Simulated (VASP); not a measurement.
A run of VASP 6.6.1 is set up as follows.

Contents of INCAR:

```
PREC = Accurate
ENCUT = 520
EDIFF = 1E-7
ISMEAR = 0
SIGMA = 0.1
LREAL = F
LASPH = T
NELM = 60
ALGO = Normal
ISIF = 2
LWAVE = F
LCHARG = F
GGA = CA
ISYM = 0
NBANDS = 14
```

Contents of KPOINTS:

```
Automatic mesh
0
Gamma
  4 4 4
  0.5 0.5 0.5
```

The input POSCAR:

```
HfB
1.0
    0.0000000000      2.3100000000      2.3100000000
    2.3100000000      0.0000000000      2.3100000000
    2.3100000000      2.3100000000      0.0000000000
Hf B
1 1
Direct
    0.5000000000      0.5000000000      0.5000000000
    0.0000000000      0.0000000000      0.0000000000
```

Potentials or basis: VASP PAW LDA potentials, release 64 (Hf_pv, B).

Launch:

```console
$ cat potpaw_LDA.64/Hf_pv/POTCAR potpaw_LDA.64/B/POTCAR > POTCAR
$ mpirun -np 1 vasp_std > vasp.out
```

Predict the pressure.

19.9 GPa.

Caveat: the k points lie up to 0.59 Å⁻¹ apart.
